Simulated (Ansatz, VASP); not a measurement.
**Os in VASP and in Ansatz**

File INCAR:

```
ALGO     = Normal         # electronic algorithm
EDIFF    = 1E-6           # SCF threshold, eV
ENCUT    = 520            # plane-wave cutoff, eV
GGA      = PE             # functional
ISIF     = 2              # what is computed and relaxed
ISMEAR   = -1             # smearing method
LASPH    = True           # aspherical terms in the spheres
LCHARG   = False          # write CHGCAR
LREAL    = False          # projectors in reciprocal space
LWAVE    = False          # write WAVECAR
NBANDS   = 15             # bands
NELM     = 80             # most SCF steps
PREC     = Accurate       # precision mode
SIGMA    = 0.08           # smearing width, eV
```

Contents of KPOINTS:

```
k-points
0
Gamma
  13 13 13
```

File POSCAR:

```
Os
1.0
    0.0000000000      2.5572727749      2.5572727749
    2.5572727749      0.0000000000      2.5572727749
    2.5572727749      2.5572727749      0.0000000000
Os
2
Direct
   -0.1250000000     -0.1250000000     -0.1250000000
    0.1250000000      0.1250000000      0.1250000000
```

Input for Ansatz:

```yaml
crystal:
  lattice:
    - [0.0, 2.5572727749, 2.5572727749]
    - [2.5572727749, 0.0, 2.5572727749]
    - [2.5572727749, 2.5572727749, 0.0]
  atoms:
    - { symbol: Os, position: [-0.125, -0.125, -0.125] }
    - { symbol: Os, position: [0.125, 0.125, 0.125] }
kpoints:
  mp_grid: { grid: [13, 13, 13] }
scf:
  occupations: { method: fermi_dirac, width: 0.08 }
hamiltonian:
  xc: pbe
  pseudopotentials: { kind: all_electron, lapw: { basis_error: 0.001 } }
output:
  forces: true
  stress: true
  eigenvalues: true
  populations: true
```

Change from the starting cell: volume scaled by 0.78, LAPW.

Alike in both runs: task single point; functional PBE; k mesh 13 × 13 × 13; occupations fermi-dirac, width 0.08 eV; no spin polarisation.

|  | VASP | Ansatz |
| --- | --- | --- |
| version | VASP 6.6.1 | Ansatz 0.2.0 |
| potentials or method | VASP PAW PBE potentials, release 64 (Os), cutoff 520 eV | all-electron LAPW, scalar-relativistic |

Ansatz gave:

- pressure (GPa): 89.0

Question: What did VASP give for the same quantities?

Answer: Pressure (GPa): 85.1.

Both programs put the cell under a high pressure, so it lies far from rest at this level. Ansatz ran all-electron here, and VASP with PAW potentials.

Neither program's run includes spin-orbit coupling. Noted on VASP's run: the cell as given lies far from equilibrium.
